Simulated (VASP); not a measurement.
CsH2, 12 atoms in the cell. The structure is orthorhombic, space group Pnma (No. 62). Conventional cell: a = 7.278 Å, b = 4.466 Å, c = 8.420 Å, α = 90.00°, β = 90.00°, γ = 90.00°. Within 3.9 Å of H (site symmetry m) lie 5 Cs at 2.88 to 3.21 Å and 10 H at 3.26 to 3.86 Å. Within 3.7 Å of H (site symmetry m) lie 4 Cs at 2.68 to 2.87 Å and 8 H at 3.26 to 3.63 Å. Within 3.5 Å of Cs (site symmetry m) lie 9 H at 2.68 to 3.21 Å. 

| Item | Value |
| --- | --- |
| Program | VASP 6.6.1 |
| Task | single point |
| Functional | r2SCAN |
| Potentials or basis | VASP PAW PBE potentials, release 64 (H, Cs_sv) |
| Cutoff | 520 eV |
| k mesh | 4 × 6 × 3 |
| Occupations | methfessel-paxton, width 0.022 eV |
| Spin | no spin polarisation |
| Dipole correction | no |
| Further INCAR settings | ALGO = Normal; EDIFF = 1e-06; NBANDS = 34 |

Potentials or basis: VASP PAW PBE potentials, release 64 (H, Cs_sv).

The run is started by

```bash
$ cat potpaw_PBE.64/H/POTCAR potpaw_PBE.64/Cs_sv/POTCAR > POTCAR
$ cp INCAR.step1 INCAR
$ mpirun -np 1 vasp_std > vasp.out
$ cp INCAR.step2 INCAR
$ mpirun -np 1 vasp_std > vasp.out
```

Hardware: 1 thread of Oxide Virtual Turin-like Processor, with other jobs on the host.

Task: How long does it take, and how much memory?

Result: Run time: 22 min on 1 thread of Oxide Virtual Turin-like Processor, on a shared host, peak memory 0.44 GiB. Counts: k points 24.
